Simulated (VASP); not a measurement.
A run of VASP 6.6.1 is set up as follows.

The input POSCAR:

```
Ru
1.0
   -1.5916353063      1.5916353063      1.5916353063
    1.5916353063     -1.5916353063      1.5916353063
    1.5916353063      1.5916353063     -1.5916353063
Ru
1
Direct
    0.0000000000      0.0000000000      0.0000000000
```

Contents of INCAR.step1:

```
SYSTEM = Ru
PREC = Accurate
ENCUT = 520
ISMEAR = -1
SIGMA = 0.05
LREAL = .False.
LASPH = .True.
NELM = 150
ISPIN = 2
MAGMOM = 1.333
LMAXMIX = 4
NBANDS = 17
GGA = PE
ALGO = Normal
EDIFF = 1E-4
LWAVE = .True.
LCHARG = .False.
```

Contents of INCAR.step2:

```
SYSTEM = Ru
PREC = Accurate
ENCUT = 520
EDIFF = 1E-7
ISMEAR = -1
SIGMA = 0.05
LREAL = .False.
LASPH = .True.
NELM = 150
ALGO = Normal
ISIF = 2
LWAVE = .False.
LCHARG = .True.
ISPIN = 2
MAGMOM = 1.333
LORBIT = 11
LMAXMIX = 4
METAGGA = R2SCAN
LMIXTAU = .True.
LELF = .True.
LVHAR = .True.
NBANDS = 17
ISTART = 1
```

KPOINTS

```
Automatic mesh
0
Gamma
  16 16 16
  0 0 0
```

Potentials or basis: VASP PAW PBE potentials, release 64 (Ru_pv).

Run with:

```bash
$ cat potpaw_PBE.64/Ru_pv/POTCAR > POTCAR
$ cp INCAR.step1 INCAR
$ mpirun -np 1 vasp_std > vasp.out
$ cp INCAR.step2 INCAR
$ mpirun -np 1 vasp_std > vasp.out
```

Question: Predict the pressure.

Answer: -19.8 GPa.

Question: What does it give for the site moments?

Answer: Ru +1.62 μB.

Caveat: the cell stands under tension; an empty level that is flat over the whole mesh can mark a ghost state of the potentials, or a narrow d or f band; the PAW data sets were made with another functional, which shifts forces and pressure a little.
